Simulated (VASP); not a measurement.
Te2Mo:

```
Te Mo
1.0
    -3.48148    3.48148    3.04133
     3.48148   -3.48148    3.04133
     3.48148    3.48148   -3.04133
Te Mo
4 2
Direct
  0.65156 0.15156 0.80312
  0.15156 0.34844 0.50000
  0.34844 0.84844 0.19688
  0.84844 0.65156 0.50000
  0.25000 0.25000 0.00000
  0.75000 0.75000 0.00000
```

| Item | Value |
| --- | --- |
| Program | VASP 6.6.1 |
| Task | relaxation of cell and atoms |
| Functional | PBE |
| Potentials or basis | VASP PAW PBE potentials, release 64 (Te, Mo_sv) |
| Cutoff | 600 eV |
| k mesh | 7 × 7 × 7 |
| Occupations | gaussian, width 0.1549 eV |
| Spin | no spin polarisation |

At the start: pressure -6.7 GPa; volume 24.58 Å³/atom.

**Question.** How do energy, volume and symmetry change on relaxing?

**Answer.** Over 10 steps the energy falls by 133.6 meV/atom and the volume is 22.63 Å³/atom (-7.9 %); space group I4/mcm (No. 140, to 0.1 Å) before and after.

Step by step:
| step | energy change (eV) | largest force (eV/Å) | pressure (GPa) | volume (Å³) |
| --- | --- | --- | --- | --- |
| 1 | 0.0000 | 1.4270 | -6.73 | 147.45 |
| 2 | -0.3946 | 0.8305 | 8.00 | 126.49 |
| 3 | -0.4981 | 1.0741 | 2.34 | 132.46 |
| 4 | -0.7277 | 0.4182 | 1.29 | 133.81 |
| 5 | -0.7921 | 0.1167 | 0.66 | 135.21 |
| 6 | -0.7926 | 0.0841 | 0.68 | 135.11 |
| 7 | -0.7963 | 0.0059 | -0.92 | 137.18 |
| 8 | -0.7981 | 0.0261 | -0.36 | 136.42 |
| 9 | -0.8012 | 0.0008 | -0.08 | 135.93 |
| 10 | -0.8014 | 0.0061 | 0.01 | 135.79 |

Final structure:
```yaml
crystal:
  lattice:
    - [-3.31716, 3.31716, 3.08512]
    - [3.31716, -3.31716, 3.08512]
    - [3.31716, 3.31716, -3.08512]
  atoms:
    - { symbol: Te, position: [0.66895, 0.16895, 0.83791] }
    - { symbol: Te, position: [0.16895, 0.33105, 0.50000] }
    - { symbol: Te, position: [0.33105, 0.83105, 0.16209] }
    - { symbol: Te, position: [0.83105, 0.66895, 0.50000] }
    - { symbol: Mo, position: [0.25000, 0.25000, 0.00000] }
    - { symbol: Mo, position: [0.75000, 0.75000, 0.00000] }
```
